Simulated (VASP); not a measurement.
# Ge (Imma) in VASP: a series of runs

Ge is run at these levels: LDA; tasks: single point.

Everything below comes from runs of VASP 6.6.1. Logs are shortened: lines on timing, memory, paths and dates and some standing lists are left out, and cuts for length are marked.

## (1) The cell of the first run

The structure is orthorhombic, space group Imma (No. 74). Conventional cell: a = 3.922 Å, b = 4.028 Å, c = 5.847 Å, α = 90.00°, β = 90.00°, γ = 90.00°. Within 3.2 Å of Ge (site symmetry mm2) lie 4 Ge at 2.45 to 2.49 Å.

## (2) Single point, LDA (engineering shear strain xy -0.0267, normal strain along z +0.0400)

INCAR reads:

```
PREC = Accurate ; ENCUT = 520
EDIFF = 1E-7 ; ISMEAR = 0
SIGMA = 0.15 ; LREAL = False
LASPH = True ; NELM = 100
ALGO = Normal ; ISIF = 2
LWAVE = False ; LCHARG = False
GGA = CA ; NBANDS = 21
```

KPOINTS reads:

```
regular mesh
0
Gamma
  14 14 14
```

POSCAR reads:

```
Ge
1.0
   -0.0375256690      2.8109115346      2.9233479960
    2.8109115346     -0.0375256690      2.9233479960
    2.7733858656      2.7733858656      0.0000000000
Ge
2
Direct
    0.5000000000      0.5000000000      0.5000000000
    0.7500000000      0.7500000000      0.7500000000
```

Potentials or basis: VASP PAW LDA potentials, release 64 (Ge_d).

Run with:

```console
> cat potpaw_LDA.64/Ge_d/POTCAR > POTCAR
> mpirun -np 1 vasp_std > vasp.out
```

OUTCAR:

```text
PREC = Accurate
   ENCUT = 520
   EDIFF = 1E-7
   ISMEAR = 0
   LREAL = False
   LASPH = True
   NELM = 100
   ISIF = 2
   GGA = CA

 ion  position               nearest neighbor table
   1  0.500  0.500  0.500-   2 2.45   2 2.45   2 2.49   2 2.49
   2  0.750  0.750  0.750-   1 2.45   1 2.45   1 2.49   1 2.49

  LATTYP: Found a body centered orthorhombic cell.
 ALAT       =     3.9221599048
 B/A-ratio  =     1.0270612679
 C/A-ratio  =     1.4906827192

  Lattice vectors:

 A1 = (  -2.8109115346,   0.0375256690,   2.9233479960)
 A2 = (   2.8109115346,  -0.0375256690,   2.9233479960)
 A3 = (  -0.0375256690,   2.8109115346,  -2.9233479960)

Analysis of symmetry for initial positions (statically):
=====================================================================
 Subroutine PRICEL returns:
 Original cell was already a primitive cell.

 Routine SETGRP: Setting up the symmetry group for a
 body centered orthorhombic supercell.

 Subroutine GETGRP returns: Found  8 space group operations
 (whereof  4 operations were pure point group operations)
 out of a pool of  8 trial point group operations.

The static configuration has the point symmetry C_2v.
 The point group associated with its full space group is D_2h.

Analysis of symmetry for dynamics (positions and initial velocities):
=====================================================================
 Subroutine PRICEL returns:
 Original cell was already a primitive cell.

 Routine SETGRP: Setting up the symmetry group for a
 body centered orthorhombic supercell.

 Subroutine GETGRP returns: Found  8 space group operations
 (whereof  4 operations were pure point group operations)
 out of a pool of  8 trial point group operations.

The dynamic configuration has the point symmetry C_2v.
 The point group associated with its full space group is D_2h.

 Subroutine INISYM returns: Found  8 space group operations
 (whereof  4 operations are pure point group operations),
 and found     1 'primitive' translations

----------------------------------------------------------------------------------------

                                     Primitive cell

  volume of cell :      46.1878

  direct lattice vectors                    reciprocal lattice vectors
    -0.037525669  2.810911535  2.923347996    -0.175534851  0.175534851  0.171036770
     2.810911535 -0.037525669  2.923347996     0.175534851 -0.175534851  0.171036770
     2.773385866  2.773385866  0.000000000     0.180285047  0.180285047 -0.171036770

  length of vectors
     4.055686790  4.055686790  3.922159905     0.301460685  0.301460685  0.307016242

  position of ions in fractional coordinates (direct lattice)
     0.500000000  0.500000000  0.500000000
     0.750000000  0.750000000  0.750000000

  ion indices of the primitive-cell ions
   primitive index   ion index
                 1           1
                 2           2

----------------------------------------------------------------------------------------

 KPOINTS: regular mesh

Automatic generation of k-mesh.
 Grid dimensions read from file:
 generate k-points for:   14   14   14

 Generating k-lattice:

  Cartesian coordinates                     Fractional coordinates (reciprocal lattice)
    -0.012538204  0.012538204  0.012216912     0.071428571  0.000000000  0.000000000
     0.012538204 -0.012538204  0.012216912     0.000000000  0.071428571  0.000000000
     0.012877503  0.012877503 -0.012216912     0.000000000  0.000000000  0.071428571

  Length of vectors
     0.021532906  0.021532906  0.021929732

  Shift w.r.t. Gamma in fractional coordinates (k-lattice)
     0.000000000  0.000000000  0.000000000

 Subroutine IBZKPT returns following result:
 ===========================================

 Found    428 irreducible k-points:

 Following reciprocal coordinates:
            Coordinates               Weight
  0.000000  0.000000  0.000000      1.000000
  0.071429  0.000000  0.000000      4.000000
  0.142857  0.000000  0.000000      4.000000
  0.214286  0.000000  0.000000      4.000000
  0.285714  0.000000  0.000000      4.000000
  0.357143  0.000000  0.000000      4.000000
[... 16 lines left out ...]
  0.214286  0.142857  0.000000      4.000000
  0.285714  0.142857  0.000000      4.000000
 [... further k-points ...]
   k-points           NKPTS =    428   k-points in BZ     NKDIM =    428   number of bands    NBANDS=     21
   number of dos      NEDOS =    301   number of ions     NIONS =      2
   total plane-waves  NPLWV =  27000
   dimension x,y,z NGX =    30 NGY =   30 NGZ =   30
   dimension x,y,z NGXF=    60 NGYF=   60 NGZF=   60
   ions per type =               2
   NGX,Y,Z   is equivalent  to a cutoff of  12.30, 12.30, 12.72 a.u.
   NGXF,Y,Z  is equivalent  to a cutoff of  24.59, 24.59, 25.43 a.u.
 SYSTEM =  unknown system
   PREC   = accura    normal or accurate (medium, high low for compatibility)
   ISTART =      0    job   : 0-new  1-cont  2-samecut
   ICHARG =      2    charge: 1-file 2-atom 10-const
   ISPIN  =      1    spin polarized calculation?
   LNONCOLLINEAR =      F non collinear calculations
   LSORBIT =      F    spin-orbit coupling
   LASPH  =      T    aspherical Exc in radial PAW
   ENCUT  =  520.0 eV  38.22 Ry    6.18 a.u.   7.54  7.54  7.29*2*pi/ulx,y,z
   NELM   =    100;   NELMIN=  2; NELMDL= -5     # of ELM steps
   EDIFF  = 0.1E-06   stopping-criterion for ELM
   LREAL  =      F    real-space projection
   EDIFFG = 0.1E-05   stopping-criterion for IOM
   NSW    =      0    number of steps for IOM
   IBRION =     -1    ionic relax: 0-MD 1-quasi-New 2-CG
   NFREE  =      0    steps in history (QN), initial steepest desc. (CG)
   ISIF   =      2    stress and relaxation
   ISYM   =      2    0-nonsym 1-usesym 2-fastsym
   POTIM  = 0.5000    time-step for ionic-motion
   TEBEG  =    0.0;   TEEND  =   0.0 temperature during run
   PSTRESS=    0.0 pullay stress
   NELECT =      28.0000    total number of electrons
   NUPDOWN=      -1.0000    fix difference up-down
   EMIN   =  10.00;   EMAX   =-10.00  energy-range for DOS
   EFERMI =   0.00;   METHOD = LEGACY
   ISMEAR =     0;   SIGMA  =   0.15  broadening in eV -4-tet -1-fermi 0-gaus
   EFERMI_NEDOS =   21; number of points for ismear=-14 and -15
   IALGO  =     38    algorithm
   IMIX   =      4    mixing-type and parameters
     AMIX     =   0.40;   BMIX     =  1.00
     AMIX_MAG =   1.60;   BMIX_MAG =  1.00
  volume/ion in A,a.u.               =      23.09       155.85
  Fermi-wavevector in a.u.,A,eV,Ry     =   1.385538  2.618287 26.119305  1.919715
  Thomas-Fermi vector in A             =   2.509938
   LORBIT       =      0    0 simple, 1 ext, 2 COOP (PROOUT), +10 PAW based schemes
   GGA     = CA    functional components
   LHFCALC =     F    Hartree Fock is set to
   AEXX    =    0.0000 exact exchange contribution
   IVDW    =     0    specifies the selected vdW correction
   LEPSILON=     F    determine dielectric tensor
   LRPA    =     F    only Hartree local field effects (RPA)
 non-spin polarized calculation
 Gauss-broadening in eV      SIGMA  =   0.15
  energy-cutoff  :      520.00
  volume of cell :       46.19
 maximum number of plane-waves:      1271
   NGX = 15   NGY = 15   NGZ = 15

 number of electron      28.0000017 magnetization

 Free energy of the ion-electron system (eV)
  ---------------------------------------------------
  ext. energy  EPLUGINS =         0.00000000
  ---------------------------------------------------
  free energy    TOTEN  =       -10.36057722 eV

  energy without entropy =      -10.35964476  energy(sigma->0) =      -10.36011099

 E-fermi :   4.5351     XC(G=0): -10.1968

 val. band max:        4.5080006211   @ k =   0.0714   0.0714   0.1429
 cond. band min:       4.5579689660   @ k =   0.0714   0.0000   0.0000
 fundamental gap:      0.0499683450
 Fermi energy:         4.5350886071

 k-point     1 :       0.0000    0.0000    0.0000
  band No.  band energies     occupation
      1     -20.3984      2.00000
      2     -20.3763      2.00000
      3     -20.3714      2.00000
      4     -20.3485      2.00000
      5     -20.3450      2.00000
      6     -20.1573      2.00000
[... 13 lines left out ...]
     20      13.5919      0.00000
     21      14.4306      0.00000

 k-point     2 :       0.0714    0.0000    0.0000
  band No.  band energies     occupation
      1     -20.4006      2.00000
      2     -20.3792      2.00000
      3     -20.3712      2.00000
      4     -20.3442      2.00000
      5     -20.3419      2.00000
      6     -20.1596      2.00000
[... 13 lines left out ...]
     20      13.1516      0.00000
     21      13.9365      0.00000

 k-point     3 :       0.1429    0.0000    0.0000
  band No.  band energies     occupation
      1     -20.4055      2.00000
      2     -20.3851      2.00000
      3     -20.3698      2.00000
      4     -20.3354      2.00000
      5     -20.3344      2.00000
      6     -20.1648      2.00000
[... 13 lines left out ...]
     20      12.6747      0.00000
     21      13.3542      0.00000

 k-point     4 :       0.2143    0.0000    0.0000
  band No.  band energies     occupation
      1     -20.4108      2.00000
      2     -20.3905      2.00000
      3     -20.3675      2.00000
      4     -20.3265      2.00000
      5     -20.3257      2.00000
      6     -20.1703      2.00000
[... 13 lines left out ...]
     20      12.6114      0.00000
     21      13.0845      0.00000

 k-point     5 :       0.2857    0.0000    0.0000
  band No.  band energies     occupation
      1     -20.4151      2.00000
      2     -20.3942      2.00000
      3     -20.3649      2.00000
      4     -20.3194      2.00000
      5     -20.3178      2.00000
      6     -20.1751      2.00000
[... 13 lines left out ...]
     20      12.9370      0.00000
     21      13.2496      0.00000
[... 382 lines left out ...]
     20      13.2018      0.00000
     21      13.3634      0.00000

 k-point    22 :       0.1429    0.1429    0.0000
  band No.  band energies     occupation
      1     -20.4052      2.00000
      2     -20.3892      2.00000
      3     -20.3804      2.00000
      4     -20.3346      2.00000
      5     -20.3162      2.00000
      6     -20.1936      2.00000
[... 13 lines left out ...]
     20      12.1604      0.00000
     21      14.7557      0.00000

 k-point    23 :       0.2143    0.1429    0.0000
  band No.  band energies     occupation
      1     -20.4090      2.00000
      2     -20.3936      2.00000
      3     -20.3809      2.00000
      4     -20.3279      2.00000
      5     -20.3045      2.00000
      6     -20.2057      2.00000
[... 13 lines left out ...]
     20      12.8748      0.00000
     21      14.6155      0.00000

 k-point    24 :       0.2857    0.1429    0.0000
  band No.  band energies     occupation
      1     -20.4135      2.00000
      2     -20.3999      2.00000
      3     -20.3762      2.00000
      4     -20.3197      2.00000
      5     -20.2950      2.00000
      6     -20.2143      2.00000
[... 13 lines left out ...]
     20      13.5213      0.00000
     21      14.5466      0.00000

 [... further k-points ...]

------------------------ aborting loop because EDIFF is reached ----------------------------------------

  FORCE on cell =-STRESS in cart. coord.  units (eV):
  Direction    XX          YY          ZZ          XY          YZ          ZX
  --------------------------------------------------------------------------------------
  -------------------------------------------------------------------------------------
  Total       -0.4010688     -0.4010688     -1.2605322      0.5910202     -0.0000000     -0.0000000
  in kB      -13.9123974    -13.9123974    -43.7257309     20.5014904     -0.0000000     -0.0000000
  external PRESSURE =     -23.8501752 kB  Pullay stress =       0.0000000 kB

 VOLUME and BASIS-vectors are now :
 -----------------------------------------------------------------------------
  energy-cutoff  :      520.00
  volume of cell :       46.19
      direct lattice vectors                 reciprocal lattice vectors
    -0.037525669  2.810911535  2.923347996    -0.175534851  0.175534851  0.171036770
     2.810911535 -0.037525669  2.923347996     0.175534851 -0.175534851  0.171036770
     2.773385866  2.773385866  0.000000000     0.180285047  0.180285047 -0.171036770

 POSITION                                       TOTAL-FORCE (eV/Angst)
 -----------------------------------------------------------------------------------
      2.77339      2.77339      2.92335        -0.000000     -0.000000     -0.197793
      4.16008      4.16008      4.38502         0.000000      0.000000      0.197793
 -----------------------------------------------------------------------------------
    total drift:                                0.000000     -0.000000     -0.000000

  FREE ENERGIE OF THE ION-ELECTRON SYSTEM (eV)
  ---------------------------------------------------
  free  energy   TOTEN  =       -10.3605772187 eV

  energy  without entropy=      -10.3596447596  energy(sigma->0) =      -10.36011099
```

Run time: 8.4 min. Hardware: 1 thread of Intel Xeon 8259CL, shared host; peak memory 0.41 GiB.

What came out:

```
Free energy            : -10.3606 eV
Pressure               : -2.4 GPa
Largest force          : 0.198 eV/Å
Band gap on the k mesh : zero (bands 14 and 15 overlap by 0.18 eV)
```

Forces in eV/Å, atoms in the order of the input:
```
Ge   0.000  0.000 -0.198
Ge   0.000  0.000  0.198
```

Stress tensor (GPa, compression positive):
```
-1.39  2.05  0.00
 2.05 -1.39  0.00
 0.00  0.00 -4.37
```

Levels at points of the mesh, in eV from the Fermi level:
```csv
k point,band 12,band 13,band 14,band 15,band 16,band 17
"(0.00, 0.00, 0.00)",-0.36,-0.22,0.07,0.13,2.26,2.67
"(0.50, 0.00, 0.00)",-7.51,-1.49,-1.14,0.06,3.59,3.98
"(0.50, 0.50, 0.00)",-8.85,-2.96,-2.69,0.74,1.06,9.18
"(0.00, 0.00, 0.50)",-7.59,-1.62,-1.25,-0.11,3.66,3.67
"(0.50, 0.00, 0.50)",-8.79,-3.09,-3.09,0.59,0.59,9.13
```

Caveat: the cell differs from its parent crystal (engineering shear strain xy -0.0267, normal strain along z +0.0400); semilocal functionals underestimate gaps, and a narrow one can read as zero.

## (3) Single point, LDA (engineering shear strain xy -0.0267, normal strain along z -0.0267)

INCAR reads:

```
ALGO     = Normal         # electronic algorithm
EDIFF    = 1E-7           # SCF threshold, eV
ENCUT    = 520            # plane-wave cutoff, eV
GGA      = CA             # functional
ISIF     = 2              # what is computed and relaxed
ISMEAR   = 0              # smearing method
LASPH    = True           # aspherical terms in the spheres
LCHARG   = True           # write CHGCAR
LELF     = True           # ELF
LREAL    = False          # projectors in reciprocal space
LVHAR    = True         
LWAVE    = False          # write WAVECAR
NBANDS   = 21             # bands
NELM     = 100            # most SCF steps
PREC     = Accurate       # precision mode
SIGMA    = 0.15           # smearing width, eV
```

KPOINTS reads:

```
k-points
0
Gamma
  14 14 14
```

POSCAR reads:

```
Ge
1.0
   -0.0375256690      2.8109115346      2.7358601966
    2.8109115346     -0.0375256690      2.7358601966
    2.7733858656      2.7733858656      0.0000000000
Ge
2
Direct
    0.5000000000      0.5000000000      0.5000000000
    0.7500000000      0.7500000000      0.7500000000
```

Potentials or basis: VASP PAW LDA potentials, release 64 (Ge_d).

Run with:

```console
> cat potpaw_LDA.64/Ge_d/POTCAR > POTCAR
> mpirun -np 1 vasp_std > vasp.out
```

It took 9.1 min on 1 thread of Intel Xeon 8259CL, shared host; peak memory 0.39 GiB.

The run converged. Its results:

```
Free energy            : -10.3692 eV
Pressure               : 2.3 GPa
Largest force          : 0.266 eV/Å
Band gap on the k mesh : zero (bands 14 and 15 overlap by 0.06 eV)
```

Forces in eV/Å, atoms in the order of the input:
```
Ge   0.000  0.000 -0.266
Ge   0.000  0.000  0.266
```

Stress tensor (GPa, compression positive):
```
1.66 2.48 0.00
2.48 1.66 0.00
0.00 0.00 3.56
```

Levels at points of the mesh, in eV from the Fermi level:
| k point | band 11 | band 12 | band 13 | band 14 | band 15 | band 16 | band 17 | band 18 |
| --- | --- | --- | --- | --- | --- | --- | --- | --- |
| (0.00, 0.00, 0.00) | -13.23 | -0.15 | -0.11 | 0.07 | 0.19 | 2.33 | 2.43 | 2.74 |
| (0.50, 0.00, 0.00) | -11.12 | -7.88 | -1.61 | -1.34 | 0.26 | 3.70 | 3.75 | 7.00 |
| (0.50, 0.50, 0.00) | -9.22 | -8.94 | -3.57 | -3.30 | 0.24 | 0.56 | 9.71 | 9.79 |
| (0.00, 0.00, 0.50) | -10.93 | -7.97 | -1.72 | -1.50 | 0.01 | 3.44 | 3.88 | 6.88 |
| (0.50, 0.00, 0.50) | -9.21 | -9.21 | -3.23 | -3.23 | 0.62 | 0.62 | 9.62 | 9.62 |

Caveat: the cell differs from its parent crystal (engineering shear strain xy -0.0267, normal strain along z -0.0267); semilocal functionals underestimate gaps, and a narrow one can read as zero.

The gap in the log of VASP goes by the Fermi energy; the results here count the filled bands.